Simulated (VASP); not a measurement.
A run of VASP 6.6.1 is set up as follows.

Contents of INCAR:

```
SYSTEM = KTaO3
ALGO = Normal
EDIFF = 1E-6
ENCUT = 520
GGA = PS
ISIF = 2
ISMEAR = -1
LASPH = .True.
LCHARG = .True.
LELF = .True.
LREAL = .False.
LVHAR = .True.
LWAVE = .False.
NBANDS = 49
NELM = 60
PREC = Accurate
SIGMA = 0.05
```

KPOINTS

```
k-points
0
Gamma
  2 4 4
  0 0 0
```

The input POSCAR:

```
KTaO3
1.0
    7.9780750798     -0.0027987601     -0.0021788916
   -0.0013977043      3.9914659279      0.0009741653
   -0.0010706568      0.0009248363      3.9878481932
K Ta O
2 2 6
Direct
    0.2498625080      0.5026522019      0.5053663982
    0.7498582862      0.5026475103      0.5053700630
   -0.0028730475      0.0086444425      0.0105853178
    0.4971270523      0.0086336892      0.0106005895
    0.0042393935      0.4940076389     -0.0029865705
    0.0043380315     -0.0071910205      0.4979635705
    0.2537561856     -0.0071198045     -0.0031142555
    0.5042394112      0.4940128562     -0.0029935999
    0.5043359984     -0.0071816841      0.4979625102
    0.7537555489     -0.0071239530     -0.0031122225
```

Potentials or basis: VASP PAW PBE potentials, release 64 (K_sv, Ta_pv, O).

Launch:

```console
$ cat potpaw_PBE.64/K_sv/POTCAR potpaw_PBE.64/Ta_pv/POTCAR potpaw_PBE.64/O/POTCAR > POTCAR
$ mpirun -np 1 vasp_std > vasp.out
```

(1) Estimate the pressure.

(2) Predict the largest force.

(3) Predict the band gap on the k mesh.

Results:

(1) 0.8 GPa.

(2) 0.074 eV/Å.

(3) 2.26 eV.

Caveat: the PAW data sets were made with another functional, which shifts forces and pressure a little; spin-orbit coupling is left out, which moves the levels of the heavy elements.
